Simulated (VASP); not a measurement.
# TiC (TiC (100), 1 layers) in VASP: notebook

TiC (TiC (100), 1 layers) is run at these levels: PBE; tasks: single point.

Everything below comes from runs of VASP 6.6.1. Logs are shortened: lines on timing, memory, paths and dates and some standing lists are left out, and cuts for length are marked.

## (1) The cell of the first run

The cell holds a slab with vacuum, 2 atoms: a = 3.064 Å, b = 3.064 Å, c = 16.000 Å, α = 90.00°, β = 90.00°, γ = 90.00°.

## (2) Single point, PBE

INCAR reads:

```
PREC = Accurate
ENCUT = 520
EDIFF = 1E-6
ISMEAR = -1
SIGMA = 0.05
LREAL = False
LASPH = True
NELM = 60
ALGO = Normal
ISIF = 2
LWAVE = False
LCHARG = False
LDIPOL = True
IDIPOL = 3
DIPOL = 0.5 0.5 0.500
GGA = PE
NBANDS = 15
```

KPOINTS reads:

```
regular mesh
0
Gamma
  13 13 1
```

POSCAR reads:

```
TiC
1.0
    3.0637012665      0.0000000000      0.0000000000
    0.0000000000      3.0637012665      0.0000000000
    0.0000000000      0.0000000000     16.0000000000
Ti C
1 1
Direct
    0.2500000000      0.2500000000      0.5000000000
    0.7500000000      0.7500000000      0.5000000000
```

Potentials or basis: VASP PAW PBE potentials, release 64 (Ti_sv, C).

Run with:

```
$ cat potpaw_PBE.64/Ti_sv/POTCAR potpaw_PBE.64/C/POTCAR > POTCAR
$ mpirun -np 1 vasp_std > vasp.out
```

OUTCAR:

```text
PREC = Accurate
   ENCUT = 520
   EDIFF = 1E-6
   ISMEAR = -1
   LREAL = False
   LASPH = True
   NELM = 60
   ISIF = 2
   GGA = PE

 ion  position               nearest neighbor table
   1  0.250  0.250  0.500-   2 2.17   2 2.17   2 2.17   2 2.17
   2  0.750  0.750  0.500-   1 2.17   1 2.17   1 2.17   1 2.17

  LATTYP: Found a simple tetragonal cell.
 ALAT       =     3.0637012665
 C/A-ratio  =     5.2224412918

  Lattice vectors:

 A1 = (   3.0637012665,   0.0000000000,   0.0000000000)
 A2 = (   0.0000000000,   3.0637012665,   0.0000000000)
 A3 = (   0.0000000000,   0.0000000000,  16.0000000000)

Analysis of symmetry for initial positions (statically):
=====================================================================
 Subroutine PRICEL returns:
 Original cell was already a primitive cell.

 Routine SETGRP: Setting up the symmetry group for a
 simple tetragonal supercell.

 Subroutine GETGRP returns: Found 16 space group operations
 (whereof  4 operations were pure point group operations)
 out of a pool of 16 trial point group operations.

The static configuration has the point symmetry C_2v.
 The point group associated with its full space group is D_4h.

Analysis of symmetry for dynamics (positions and initial velocities):
=====================================================================
 Subroutine PRICEL returns:
 Original cell was already a primitive cell.

 Routine SETGRP: Setting up the symmetry group for a
 simple tetragonal supercell.

 Subroutine GETGRP returns: Found 16 space group operations
 (whereof  4 operations were pure point group operations)
 out of a pool of 16 trial point group operations.

The dynamic configuration has the point symmetry C_2v.
 The point group associated with its full space group is D_4h.

 Subroutine INISYM returns: Found 16 space group operations
 (whereof  4 operations are pure point group operations),
 and found     1 'primitive' translations

----------------------------------------------------------------------------------------

                                     Primitive cell

  volume of cell :     150.1802

  direct lattice vectors                    reciprocal lattice vectors
     3.063701266  0.000000000  0.000000000     0.326402581  0.000000000  0.000000000
     0.000000000  3.063701266  0.000000000     0.000000000  0.326402581  0.000000000
     0.000000000  0.000000000 16.000000000     0.000000000  0.000000000  0.062500000

  length of vectors
     3.063701266  3.063701266 16.000000000     0.326402581  0.326402581  0.062500000

  position of ions in fractional coordinates (direct lattice)
     0.250000000  0.250000000  0.500000000
     0.750000000  0.750000000  0.500000000

  ion indices of the primitive-cell ions
   primitive index   ion index
                 1           1
                 2           2

----------------------------------------------------------------------------------------

 KPOINTS: regular mesh

Automatic generation of k-mesh.
 Grid dimensions read from file:
 generate k-points for:   13   13    1

 Generating k-lattice:

  Cartesian coordinates                     Fractional coordinates (reciprocal lattice)
     0.025107891  0.000000000  0.000000000     0.076923077  0.000000000  0.000000000
     0.000000000  0.025107891  0.000000000     0.000000000  0.076923077  0.000000000
     0.000000000  0.000000000  0.062500000     0.000000000  0.000000000  1.000000000

  Length of vectors
     0.025107891  0.025107891  0.062500000

  Shift w.r.t. Gamma in fractional coordinates (k-lattice)
     0.000000000  0.000000000  0.000000000

 Subroutine IBZKPT returns following result:
 ===========================================

 Found     28 irreducible k-points:

 Following reciprocal coordinates:
            Coordinates               Weight
  0.000000  0.000000  0.000000      1.000000
  0.076923  0.000000  0.000000      4.000000
  0.153846  0.000000  0.000000      4.000000
  0.230769  0.000000  0.000000      4.000000
  0.307692  0.000000  0.000000      4.000000
  0.384615  0.000000  0.000000      4.000000
[... 16 lines left out ...]
  0.307692  0.307692  0.000000      4.000000
  0.384615  0.307692  0.000000      8.000000
 [... further k-points ...]
   k-points           NKPTS =     28   k-points in BZ     NKDIM =     28   number of bands    NBANDS=     15
   number of dos      NEDOS =    301   number of ions     NIONS =      2
   total plane-waves  NPLWV =  69120
   dimension x,y,z NGX =    24 NGY =   24 NGZ =  120
   dimension x,y,z NGXF=    48 NGYF=   48 NGZF=  240
   ions per type =               1   1
   NGX,Y,Z   is equivalent  to a cutoff of  13.02, 13.02, 12.47 a.u.
   NGXF,Y,Z  is equivalent  to a cutoff of  26.05, 26.05, 24.94 a.u.
 SYSTEM =  unknown system
   PREC   = accura    normal or accurate (medium, high low for compatibility)
   ISTART =      0    job   : 0-new  1-cont  2-samecut
   ICHARG =      2    charge: 1-file 2-atom 10-const
   ISPIN  =      1    spin polarized calculation?
   LNONCOLLINEAR =      F non collinear calculations
   LSORBIT =      F    spin-orbit coupling
   LASPH  =      T    aspherical Exc in radial PAW
   ENCUT  =  520.0 eV  38.22 Ry    6.18 a.u.   5.70  5.70 29.75*2*pi/ulx,y,z
   NELM   =     60;   NELMIN=  2; NELMDL= -5     # of ELM steps
   EDIFF  = 0.1E-05   stopping-criterion for ELM
   LREAL  =      F    real-space projection
   EDIFFG = 0.1E-04   stopping-criterion for IOM
   NSW    =      0    number of steps for IOM
   IBRION =     -1    ionic relax: 0-MD 1-quasi-New 2-CG
   NFREE  =      0    steps in history (QN), initial steepest desc. (CG)
   ISIF   =      2    stress and relaxation
   ISYM   =      2    0-nonsym 1-usesym 2-fastsym
   POTIM  = 0.5000    time-step for ionic-motion
   TEBEG  =    0.0;   TEEND  =   0.0 temperature during run
   PSTRESS=    0.0 pullay stress
   NELECT =      16.0000    total number of electrons
   NUPDOWN=      -1.0000    fix difference up-down
   EMIN   =  10.00;   EMAX   =-10.00  energy-range for DOS
   EFERMI =   0.00;   METHOD = LEGACY
   ISMEAR =    -1;   SIGMA  =   0.05  broadening in eV -4-tet -1-fermi 0-gaus
   EFERMI_NEDOS =   21; number of points for ismear=-14 and -15
   IALGO  =     38    algorithm
   IMIX   =      4    mixing-type and parameters
     AMIX     =   0.40;   BMIX     =  1.00
     AMIX_MAG =   1.60;   BMIX_MAG =  1.00
  volume/ion in A,a.u.               =      75.09       506.73
  Fermi-wavevector in a.u.,A,eV,Ry     =   0.776087  1.466592  8.194945  0.602311
  Thomas-Fermi vector in A             =   1.878491
   LORBIT       =      0    0 simple, 1 ext, 2 COOP (PROOUT), +10 PAW based schemes
   GGA     = PE    functional components
   LHFCALC =     F    Hartree Fock is set to
   AEXX    =    0.0000 exact exchange contribution
   IVDW    =     0    specifies the selected vdW correction
   LEPSILON=     F    determine dielectric tensor
   LRPA    =     F    only Hartree local field effects (RPA)
 non-spin polarized calculation
  energy-cutoff  :      520.00
  volume of cell :      150.18
 maximum number of plane-waves:      4074
 NGX is ok and might be reduce to    24
   NGX = 11   NGY = 11   NGZ = 59

 dipolmoment           0.000000      0.000000     -0.000000 electrons x Angstroem

 number of electron      16.0000003 magnetization

 dipolmoment           0.000000      0.000000      0.000000 electrons x Angstroem

 Free energy of the ion-electron system (eV)
  ---------------------------------------------------
  ext. energy  EPLUGINS =         0.00000000
  ---------------------------------------------------
  free energy    TOTEN  =       -16.17591375 eV

  energy without entropy =      -16.16901340  energy(sigma->0) =      -16.17246358

 E-fermi :  -1.8544     XC(G=0):  -2.9206

 val. band max:       -1.9138978504   @ k =   0.0769   0.0000   0.0000
 cond. band min:      -1.7771837924   @ k =   0.1538   0.0000   0.0000
 fundamental gap:      0.1367140579
 Fermi energy:        -1.8543976380

 k-point     1 :       0.0000    0.0000    0.0000
  band No.  band energies     occupation
      1     -59.1174      2.00000
      2     -35.8393      2.00000
      3     -34.9843      2.00000
      4     -34.9843      2.00000
      5     -12.1630      2.00000
      6      -3.7467      2.00000
      7      -2.3632      1.99992
      8      -1.9585      1.77812
      9      -0.4634      0.00000
     10      -0.4634      0.00000
     11      -0.3385      0.00000
     12      -0.3385      0.00000
     13       0.1835      0.00000
     14       1.4550      0.00000
     15       1.5345      0.00000

 k-point     2 :       0.0769    0.0000    0.0000
  band No.  band energies     occupation
      1     -59.1161      2.00000
      2     -35.8380      2.00000
      3     -34.9986      2.00000
      4     -34.9825      2.00000
      5     -12.0796      2.00000
      6      -3.7656      2.00000
      7      -2.5403      2.00000
      8      -1.9139      1.53348
      9      -1.2294      0.00001
     10      -0.4498      0.00000
     11      -0.3276      0.00000
     12      -0.2928      0.00000
     13       1.0513      0.00000
     14       1.5517      0.00000
     15       1.6338      0.00000
[... 365 lines left out ...]
      3     -35.1276      2.00000
      4     -35.1219      2.00000
      5     -10.6852      2.00000
      6      -4.7173      2.00000
      7      -3.4082      2.00000
      8      -3.3537      2.00000
      9      -1.2706      0.00002
     10      -0.9211      0.00000
     11       1.0494      0.00000
     12       1.5987      0.00000
     13       3.1192      0.00000
     14       3.5942      0.00000
     15       4.2034      0.00000

 k-point    24 :       0.3846    0.3077    0.0000
  band No.  band energies     occupation
      1     -59.0828      2.00000
      2     -35.8065      2.00000
      3     -35.1713      2.00000
      4     -35.1169      2.00000
      5     -10.6196      2.00000
      6      -4.5851      2.00000
      7      -3.4553      2.00000
      8      -3.1579      2.00000
      9      -1.3439      0.00007
     10      -0.7904      0.00000
     11       0.7946      0.00000
     12       1.5663      0.00000
     13       3.4609      0.00000
     14       4.1456      0.00000
     15       4.8214      0.00000

 [... further k-points ...]

------------------------ aborting loop because EDIFF is reached ----------------------------------------

 vacuum level on the upper side and lower side of the slab       (xc-potential included)        -0.133        -0.133

  FORCE on cell =-STRESS in cart. coord.  units (eV):
  Direction    XX          YY          ZZ          XY          YZ          ZX
  --------------------------------------------------------------------------------------
  -------------------------------------------------------------------------------------
  Total       -5.0620491     -5.0620491     -0.0100295     -0.0000000      0.0000000      0.0000000
  in kB      -54.0037751    -54.0037751     -0.1069980     -0.0000000      0.0000000      0.0000000
  external PRESSURE =     -36.0381828 kB  Pullay stress =       0.0000000 kB

 VOLUME and BASIS-vectors are now :
 -----------------------------------------------------------------------------
  energy-cutoff  :      520.00
  volume of cell :      150.18
      direct lattice vectors                 reciprocal lattice vectors
     3.063701266  0.000000000  0.000000000     0.326402581  0.000000000  0.000000000
     0.000000000  3.063701266  0.000000000     0.000000000  0.326402581  0.000000000
     0.000000000  0.000000000 16.000000000     0.000000000  0.000000000  0.062500000

 POSITION                                       TOTAL-FORCE (eV/Angst)
 -----------------------------------------------------------------------------------
      0.76593      0.76593      8.00000        -0.000000      0.000000      0.000000
      2.29778      2.29778      8.00000         0.000000     -0.000000      0.000000
 -----------------------------------------------------------------------------------
    total drift:                                0.000000      0.000000      0.000000

  FREE ENERGIE OF THE ION-ELECTRON SYSTEM (eV)
  ---------------------------------------------------
  free  energy   TOTEN  =       -16.1759137538 eV

  energy  without entropy=      -16.1690133977  energy(sigma->0) =      -16.17246358

 vacuum level on the upper side and lower side of the slab         1.776         1.776
```

Wall time 63 s (1 thread of AMD EPYC 9R45 (Zen 5), shared host); peak memory 0.23 GiB.

Results:

```
Free energy            : -16.1759 eV
Band gap on the k mesh : 0.14 eV, indirect (least direct gap 0.20 eV)
```

(Continued in part 2 of 2.)
